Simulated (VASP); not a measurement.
Runs of VASP 6.6.1 on SiC. The structure is that of space group Fm-3m (No. 225), or close to it. The cells are those of the table. 

```tsv
cell	k mesh	gap on the mesh (eV)	pressure (GPa)
a = 2.884 Å, angles 60.0°, 2 atoms	18 × 18 × 18	none	-8.9
a = 2.598 Å, angles 60.0°, 2 atoms	20 × 20 × 20	1.42	134.4
a = 2.551 Å, angles 60.0°, 2 atoms	20 × 20 × 20	1.08	178.8
a = 2.808 Å, angles 60.0°, 2 atoms	20 × 20 × 20	none	(a)
a = 2.503 Å, angles 60.0°, 2 atoms	20 × 20 × 20	0.69	234.3
a = 2.453 Å, angles 60.0°, 2 atoms	22 × 22 × 22	0.26	304.1
a = 2.769 Å, angles 60.0°, 2 atoms	20 × 20 × 20	-	(b)
a = 2.643 Å, angles 60.0°, 2 atoms	20 × 20 × 20	1.23	98.7
a = 2.847 Å, angles 60.0°, 2 atoms	18 × 18 × 18	none	0.3
```

Alike in all rows: task single point; level r2SCAN; potentials or basis VASP PAW PBE potentials, release 64 (C, Si); no spin polarisation; cutoff (eV) 520; smearing gaussian 0.05 eV.

Fill in the values left out.

(a) 12.5; (b) 27.5.

Caveats: the PAW data sets were made with another functional, which shifts forces and pressure a little.

A k mesh can miss the band edges.

A gap of «none» marks levels without a gap at the run's occupations.
